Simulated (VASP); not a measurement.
Runs of VASP 6.6.1 on Si. The structure is that of space group I4/mmm (No. 139), or close to it. The cells are those of the table. 

| cell | gap on the mesh (eV) | pressure (GPa) | largest force (eV/Å) |
| --- | --- | --- | --- |
| a = 5.170 Å, angles 98.4, 98.4, 135.0°, 4 atoms | 0.48 | -4.9 | 0.05 |
| a = 5.225 Å, angles 98.0, 98.0, 136.2°, 4 atoms | 0.63 | -5.8 | 0.20 |
| a = 4.996 Å, angles 98.0, 98.0, 136.2°, 4 atoms | 0.33 | 6.0 | 0.12 |
| a = 4.941 Å, angles 98.4, 98.4, 134.9°, 4 atoms | (a) | 7.7 | 0.35 |
| a = 5.235 Å, angles 98.2, 98.2, 135.6°, 4 atoms | 0.65 | (b) | 0.11 |

Alike in all rows: task single point; level r2SCAN; potentials or basis VASP PAW PBE potentials, release 64 (Si); no spin polarisation; k mesh 10 × 10 × 10; cutoff (eV) 520; smearing gaussian 0.05 eV.

Task: Fill in the values left out.

Result: (a) 0.20; (b) -6.7.

Caveats: the PAW data sets were made with another functional, which shifts forces and pressure a little; the cell stands under tension (at least some runs); the cell stands under pressure (at least some runs).

A k mesh can miss the band edges.
